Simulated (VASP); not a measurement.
# Yb (Im-3m) in VASP: notebook

The runs below take Yb through single point, with BLYP.

All numbers are computed with VASP 6.6.1; they aren't measurements. Logs are shortened: lines on timing, memory, paths and dates and some standing lists are left out, and cuts for length are marked.

**1. The cell of the first run**

Symmetry: Im-3m, No. 229, cubic system. The conventional cell has a = 4.334 Å, b = 4.334 Å, c = 4.334 Å, α = 90.00°, β = 90.00°, γ = 90.00°. Within 4.9 Å of Yb (site symmetry m-3m) lie 14 Yb at 3.75 to 4.33 Å.

**2. Single point, BLYP (volume scaled by 1.12)**

Input file INCAR:

```
SYSTEM = Yb
AGGAC = 1.0
AGGAX = 1.0
ALDAC = 0.0
ALDAX = 1.0
ALGO = Normal
EDIFF = 1E-6
ENCUT = 520
GGA = B5
ISIF = 2
ISMEAR = -1
LASPH = .TRUE.
LCHARG = .FALSE.
LREAL = .FALSE.
LWAVE = .FALSE.
NBANDS = 18
NELM = 60
PREC = Accurate
SIGMA = 0.1
```

Input file KPOINTS:

```
k-points
0
G
  12 12 12
  0 0 0
```

Input file POSCAR:

```
Yb
1.0
   -2.1672447774      2.1672447774      2.1672447774
    2.1672447774     -2.1672447774      2.1672447774
    2.1672447774      2.1672447774     -2.1672447774
Yb
1
Direct
    0.0000000000      0.0000000000      0.0000000000
```

Potentials or basis: VASP PAW PBE potentials, release 64 (Yb).

Run with:

```console
cat potpaw_PBE.64/Yb/POTCAR > POTCAR
mpirun -np 1 vasp_std > vasp.out
```

OUTCAR:

```text
SYSTEM = Yb
   EDIFF = 1E-6
   ENCUT = 520
   GGA = B5
   ISIF = 2
   ISMEAR = -1
   LASPH = .TRUE.
   LREAL = .FALSE.
   NELM = 60
   PREC = Accurate

 ion  position               nearest neighbor table
   1  0.000  0.000  0.000-

  LATTYP: Found a body centered cubic cell.
 ALAT       =     4.3344895548

  Lattice vectors:

 A1 = (  -2.1672447774,   2.1672447774,   2.1672447774)
 A2 = (   2.1672447774,  -2.1672447774,   2.1672447774)
 A3 = (   2.1672447774,   2.1672447774,  -2.1672447774)

Analysis of symmetry for initial positions (statically):
=====================================================================
 Subroutine PRICEL returns:
 Original cell was already a primitive cell.

 Routine SETGRP: Setting up the symmetry group for a
 body centered cubic supercell.

 Subroutine GETGRP returns: Found 48 space group operations
 (whereof 48 operations were pure point group operations)
 out of a pool of 48 trial point group operations.

The static configuration has the point symmetry O_h .

Analysis of symmetry for dynamics (positions and initial velocities):
=====================================================================
 Subroutine PRICEL returns:
 Original cell was already a primitive cell.

 Routine SETGRP: Setting up the symmetry group for a
 body centered cubic supercell.

 Subroutine GETGRP returns: Found 48 space group operations
 (whereof 48 operations were pure point group operations)
 out of a pool of 48 trial point group operations.

The dynamic configuration has the point symmetry O_h .

 Subroutine INISYM returns: Found 48 space group operations
 (whereof 48 operations are pure point group operations),
 and found     1 'primitive' translations

----------------------------------------------------------------------------------------

                                     Primitive cell

  volume of cell :      40.7178

  direct lattice vectors                    reciprocal lattice vectors
    -2.167244777  2.167244777  2.167244777     0.000000000  0.230707673  0.230707673
     2.167244777 -2.167244777  2.167244777     0.230707673  0.000000000  0.230707673
     2.167244777  2.167244777 -2.167244777     0.230707673  0.230707673  0.000000000

  length of vectors
     3.753778067  3.753778067  3.753778067     0.326269920  0.326269920  0.326269920

  position of ions in fractional coordinates (direct lattice)
     0.000000000  0.000000000  0.000000000

  ion indices of the primitive-cell ions
   primitive index   ion index
                 1           1

----------------------------------------------------------------------------------------

 KPOINTS: k-points

Automatic generation of k-mesh.
 Grid dimensions read from file:
 generate k-points for:   12   12   12

 Generating k-lattice:

  Cartesian coordinates                     Fractional coordinates (reciprocal lattice)
     0.000000000  0.019225639  0.019225639     0.083333333  0.000000000  0.000000000
     0.019225639  0.000000000  0.019225639     0.000000000  0.083333333  0.000000000
     0.019225639  0.019225639  0.000000000     0.000000000  0.000000000  0.083333333

  Length of vectors
     0.027189160  0.027189160  0.027189160

  Shift w.r.t. Gamma in fractional coordinates (k-lattice)
     0.000000000  0.000000000  0.000000000

 Subroutine IBZKPT returns following result:
 ===========================================

 Found     72 irreducible k-points:

 Following reciprocal coordinates:
            Coordinates               Weight
  0.000000  0.000000  0.000000      1.000000
  0.083333  0.000000  0.000000     12.000000
  0.166667  0.000000  0.000000     12.000000
  0.250000  0.000000  0.000000     12.000000
  0.333333  0.000000  0.000000     12.000000
  0.416667  0.000000  0.000000     12.000000
[... 16 lines left out ...]
  0.333333  0.083333  0.083333     24.000000
  0.416667  0.083333  0.083333     12.000000
 [... further k-points ...]
   k-points           NKPTS =     72   k-points in BZ     NKDIM =     72   number of bands    NBANDS=     18
   number of dos      NEDOS =    301   number of ions     NIONS =      1
   total plane-waves  NPLWV =  21952
   dimension x,y,z NGX =    28 NGY =   28 NGZ =   28
   dimension x,y,z NGXF=    56 NGYF=   56 NGZF=   56
   ions per type =               1
   NGX,Y,Z   is equivalent  to a cutoff of  12.40, 12.40, 12.40 a.u.
   NGXF,Y,Z  is equivalent  to a cutoff of  24.80, 24.80, 24.80 a.u.
 SYSTEM =  Yb
   PREC   = accura    normal or accurate (medium, high low for compatibility)
   ISTART =      0    job   : 0-new  1-cont  2-samecut
   ICHARG =      2    charge: 1-file 2-atom 10-const
   ISPIN  =      1    spin polarized calculation?
   LNONCOLLINEAR =      F non collinear calculations
   LSORBIT =      F    spin-orbit coupling
   LASPH  =      T    aspherical Exc in radial PAW
   ENCUT  =  520.0 eV  38.22 Ry    6.18 a.u.   6.98  6.98  6.98*2*pi/ulx,y,z
   NELM   =     60;   NELMIN=  2; NELMDL= -5     # of ELM steps
   EDIFF  = 0.1E-05   stopping-criterion for ELM
   LREAL  =      F    real-space projection
   EDIFFG = 0.1E-04   stopping-criterion for IOM
   NSW    =      0    number of steps for IOM
   IBRION =     -1    ionic relax: 0-MD 1-quasi-New 2-CG
   NFREE  =      0    steps in history (QN), initial steepest desc. (CG)
   ISIF   =      2    stress and relaxation
   ISYM   =      2    0-nonsym 1-usesym 2-fastsym
   POTIM  = 0.5000    time-step for ionic-motion
   TEBEG  =    0.0;   TEEND  =   0.0 temperature during run
   PSTRESS=    0.0 pullay stress
   NELECT =      24.0000    total number of electrons
   NUPDOWN=      -1.0000    fix difference up-down
   EMIN   =  10.00;   EMAX   =-10.00  energy-range for DOS
   EFERMI =   0.00;   METHOD = LEGACY
   ISMEAR =    -1;   SIGMA  =   0.10  broadening in eV -4-tet -1-fermi 0-gaus
   EFERMI_NEDOS =   21; number of points for ismear=-14 and -15
   IALGO  =     38    algorithm
   IMIX   =      4    mixing-type and parameters
     AMIX     =   0.40;   BMIX     =  1.00
     AMIX_MAG =   1.60;   BMIX_MAG =  1.00
  volume/ion in A,a.u.               =      40.72       274.78
  Fermi-wavevector in a.u.,A,eV,Ry     =   1.372621  2.593877 25.634576  1.884088
  Thomas-Fermi vector in A             =   2.498211
   LORBIT       =      0    0 simple, 1 ext, 2 COOP (PROOUT), +10 PAW based schemes
   GGA     = B5    functional components
   LHFCALC =     F    Hartree Fock is set to
   AEXX    =    0.0000 exact exchange contribution
   IVDW    =     0    specifies the selected vdW correction
   LEPSILON=     F    determine dielectric tensor
   LRPA    =     F    only Hartree local field effects (RPA)
 non-spin polarized calculation
  energy-cutoff  :      520.00
  volume of cell :       40.72
 maximum number of plane-waves:      1136
   NGX = 13   NGY = 13   NGZ = 13

 number of electron      23.9999988 magnetization

 Free energy of the ion-electron system (eV)
  ---------------------------------------------------
  ext. energy  EPLUGINS =         0.00000000
  ---------------------------------------------------
  free energy    TOTEN  =        -2.76004481 eV

  energy without entropy =       -2.68166636  energy(sigma->0) =       -2.72085559

 E-fermi :   1.7061     XC(G=0):  -8.4691

 val. band max:        1.6846679945   @ k =   0.3333   0.3333   0.0000
 cond. band min:       1.7230728329   @ k =   0.5000   0.5000   0.2500
 fundamental gap:      0.0384048384
 Fermi energy:         1.7060521773

 k-point     1 :       0.0000    0.0000    0.0000
  band No.  band energies     occupation
      1     -50.0238      2.00000
      2     -22.4767      2.00000
      3     -22.4767      2.00000
      4     -22.4767      2.00000
      5      -3.1508      2.00000
      6       1.1240      1.99409
[... 10 lines left out ...]
     17       5.8980      0.00000
     18      11.9599      0.00000

 k-point     2 :       0.0833    0.0000    0.0000
  band No.  band energies     occupation
      1     -50.0231      2.00000
      2     -22.4924      2.00000
      3     -22.4819      2.00000
      4     -22.4767      2.00000
      5      -2.9995      2.00000
      6       1.1251      1.99402
[... 10 lines left out ...]
     17       5.9004      0.00000
     18      12.0992      0.00000

 k-point     3 :       0.1667    0.0000    0.0000
  band No.  band energies     occupation
      1     -50.0212      2.00000
      2     -22.5347      2.00000
      3     -22.4962      2.00000
      4     -22.4766      2.00000
      5      -2.5599      2.00000
      6       1.1286      1.99381
[... 10 lines left out ...]
     17       5.9267      0.00000
     18      12.2091      0.00000

 k-point     4 :       0.2500    0.0000    0.0000
  band No.  band energies     occupation
      1     -50.0186      2.00000
      2     -22.5917      2.00000
      3     -22.5155      2.00000
      4     -22.4765      2.00000
      5      -1.8788      2.00000
      6       1.1312      1.99364
[... 10 lines left out ...]
     17       6.0135      0.00000
     18      11.1277      0.00000

 k-point     5 :       0.3333    0.0000    0.0000
  band No.  band energies     occupation
      1     -50.0160      2.00000
      2     -22.6478      2.00000
      3     -22.5348      2.00000
      4     -22.4764      2.00000
      5      -1.0508      2.00000
      6       1.1299      1.99373
[... 10 lines left out ...]
     17       6.4530      0.00000
     18       9.5871      0.00000

 k-point     6 :       0.4167    0.0000    0.0000
  band No.  band energies     occupation
      1     -50.0141      2.00000
      2     -22.6883      2.00000
      3     -22.5489      2.00000
      4     -22.4763      2.00000
      5      -0.2671      2.00000
      6       1.1269      1.99391
[... 307 lines left out ...]
 k-point    21 :       0.1667    0.0833    0.0833
  band No.  band energies     occupation
      1     -50.0178      2.00000
      2     -22.6092      2.00000
      3     -22.5089      2.00000
      4     -22.4891      2.00000
      5      -1.6103      2.00000
      6       1.1384      1.99317
[... 10 lines left out ...]
     17       6.0358      0.00000
     18      10.7171      0.00000

 k-point    22 :       0.2500    0.0833    0.0833
  band No.  band energies     occupation
      1     -50.0156      2.00000
      2     -22.6500      2.00000
      3     -22.5343      2.00000
      4     -22.4900      2.00000
      5      -0.7842      2.00000
      6       1.1373      1.99325
[... 10 lines left out ...]
     17       6.7654      0.00000
     18       9.0740      0.00000

 k-point    23 :       0.3333    0.0833    0.0833
  band No.  band energies     occupation
      1     -50.0139      2.00000
      2     -22.6776      2.00000
      3     -22.5547      2.00000
      4     -22.4907      2.00000
      5       0.0211      2.00000
      6       1.1343      1.99345
[... 10 lines left out ...]
     17       7.4251      0.00000
     18       8.2145      0.00000

 k-point    24 :       0.4167    0.0833    0.0833
  band No.  band energies     occupation
      1     -50.0133      2.00000
      2     -22.6874      2.00000
      3     -22.5625      2.00000
      4     -22.4910      2.00000
      5       0.4092      2.00000
      6       1.1328      1.99354
[... 10 lines left out ...]
     17       7.4841      0.00000
     18       8.3026      0.00000

 [... further k-points ...]

------------------------ aborting loop because EDIFF is reached ----------------------------------------

  FORCE on cell =-STRESS in cart. coord.  units (eV):
  Direction    XX          YY          ZZ          XY          YZ          ZX
  --------------------------------------------------------------------------------------
  -------------------------------------------------------------------------------------
  Total       -0.5364857     -0.5364857     -0.5364857      0.0000000     -0.0000000     -0.0000000
  in kB      -21.1098346    -21.1098346    -21.1098346      0.0000000     -0.0000000     -0.0000000
  external PRESSURE =     -21.1098346 kB  Pullay stress =       0.0000000 kB

 VOLUME and BASIS-vectors are now :
 -----------------------------------------------------------------------------
  energy-cutoff  :      520.00
  volume of cell :       40.72
      direct lattice vectors                 reciprocal lattice vectors
    -2.167244777  2.167244777  2.167244777     0.000000000  0.230707673  0.230707673
     2.167244777 -2.167244777  2.167244777     0.230707673  0.000000000  0.230707673
     2.167244777  2.167244777 -2.167244777     0.230707673  0.230707673  0.000000000

 POSITION                                       TOTAL-FORCE (eV/Angst)
 -----------------------------------------------------------------------------------
      0.00000      0.00000      0.00000        -0.000000      0.000000      0.000000
 -----------------------------------------------------------------------------------
    total drift:                               -0.000000     -0.000000     -0.000000

  FREE ENERGIE OF THE ION-ELECTRON SYSTEM (eV)
  ---------------------------------------------------
  free  energy   TOTEN  =        -2.7600448121 eV

  energy  without entropy=       -2.6816663594  energy(sigma->0) =       -2.72085559
```

Wall time 87 s (1 thread of Intel Xeon Platinum 8488C (Sapphire Rapids), shared host); peak memory 0.21 GiB.

Results:

```
Free energy            : -2.7600 eV
Pressure               : -2.1 GPa
Band gap on the k mesh : zero (band 12 reaches 2.04 eV, above the bottom of band 13 at 1.34 eV)
```

Levels at points of the mesh, in eV from the Fermi level:
| k point | band 9 | band 10 | band 11 | band 12 | band 13 | band 14 | band 15 | band 16 |
| --- | --- | --- | --- | --- | --- | --- | --- | --- |
| (0.00, 0.00, 0.00) | -0.49 | -0.49 | -0.49 | -0.47 | 2.53 | 2.53 | 2.53 | 4.19 |
| (0.50, 0.00, 0.00) | -0.51 | -0.50 | -0.49 | -0.48 | 0.45 | 1.17 | 3.85 | 4.77 |
| (0.50, 0.50, 0.50) | -0.48 | -0.48 | -0.48 | -0.37 | -0.37 | 4.57 | 4.57 | 4.57 |

Caveat: the cell differs from its parent crystal (volume scaled by 1.12); the PAW data sets were made with another functional, which shifts forces and pressure a little; spin-orbit coupling is left out, which moves the levels of the heavy elements.

**3. Single point, BLYP**

This run uses another cell than the first one, of 36.36 Å³/atom, 0.893 times its volume.

Input file INCAR:

```
SYSTEM = Yb
AGGAC = 1.0
AGGAX = 1.0
ALDAC = 0.0
ALDAX = 1.0
ALGO = Normal
EDIFF = 1E-7
ENCUT = 520
GGA = B5
ISIF = 2
ISMEAR = -1
LASPH = .True.
LCHARG = .False.
LREAL = .False.
LWAVE = .False.
NBANDS = 18
NELM = 100
PREC = Accurate
SIGMA = 0.1
```

Input file KPOINTS:

```
k-points
0
Gamma
  17 17 17
  0 0 0
```

Input file POSCAR:

```
Yb
1.0
   -2.0869015303      2.0869015303      2.0869015303
    2.0869015303     -2.0869015303      2.0869015303
    2.0869015303      2.0869015303     -2.0869015303
Yb
1
Direct
    0.0000000000      0.0000000000      0.0000000000
```

Potentials or basis: VASP PAW PBE potentials, release 64 (Yb).

Run with:

```console
cat potpaw_PBE.64/Yb/POTCAR > POTCAR
mpirun -np 1 vasp_std > vasp.out
```

It took 3 min on 1 thread of Intel Xeon Platinum 8488C (Sapphire Rapids), shared host; peak memory 0.25 GiB.

The run converged. Its results:

```
Free energy            : -2.7880 eV
Pressure               : -0.1 GPa
Band gap on the k mesh : zero (band 12 reaches 2.30 eV, above the bottom of band 13 at 1.61 eV)
```

Levels at points of the mesh, in eV from the Fermi level:
| k point | band 9 | band 10 | band 11 | band 12 | band 13 | band 14 | band 15 | band 16 |
| --- | --- | --- | --- | --- | --- | --- | --- | --- |
| (0.00, 0.00, 0.00) | -0.48 | -0.48 | -0.48 | -0.45 | 2.68 | 2.68 | 2.68 | 4.51 |

Caveat: the PAW data sets were made with another functional, which shifts forces and pressure a little; spin-orbit coupling is left out, which moves the levels of the heavy elements.
